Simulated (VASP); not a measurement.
Write the native input for VASP 6.6.1 that does the following.

```yaml
Task: single point
Functional: PBE
Potentials_or_basis: VASP PAW PBE potentials, release 64 (K_sv, H)
Cutoff: 520 eV
k_mesh: 10 × 10 × 1
Occupations: gaussian, width 0.1 eV
Spin: no spin polarisation
Dipole_correction: yes
Further_INCAR_settings: ALGO = Normal; EDIFF = 1e-06; NBANDS = 16
```

The structure of K2H lies in POSCAR:

```
K2H
1.0
    4.5406143613      0.0000000000      0.0000000000
    0.0000000000      4.5406143613      0.0000000000
    0.0000000000      0.0000000000     32.7506697200
K H
2 1
Direct
    0.0000000000      0.0000000000      0.3619051264
    0.0000000000      0.0000000000      0.2182356818
    0.0000000000      0.0000000000      0.2900704041
```

One way to write it, as run:

INCAR

```
ALGO = Normal
DIPOL = 0.5 0.5 0.290
EDIFF = 1E-6
ENCUT = 520
GGA = PE
IDIPOL = 3
ISIF = 2
ISMEAR = 0
LASPH = True
LCHARG = False
LDIPOL = True
LREAL = False
LWAVE = False
NBANDS = 16
NELM = 100
PREC = Accurate
SIGMA = 0.1
```

KPOINTS

```
k-points
0
Gamma
  10 10 1
```

Potentials or basis: VASP PAW PBE potentials, release 64 (K_sv, H).

Command:

```console
$ cat potpaw_PBE.64/K_sv/POTCAR potpaw_PBE.64/H/POTCAR > POTCAR
$ mpirun -np 1 vasp_std > vasp.out
```

Run time: 4.2 min on 1 thread of Intel(R) Xeon(R) Platinum 8488C (Sapphire Rapids) (shared host), peak memory 0.77 GiB.
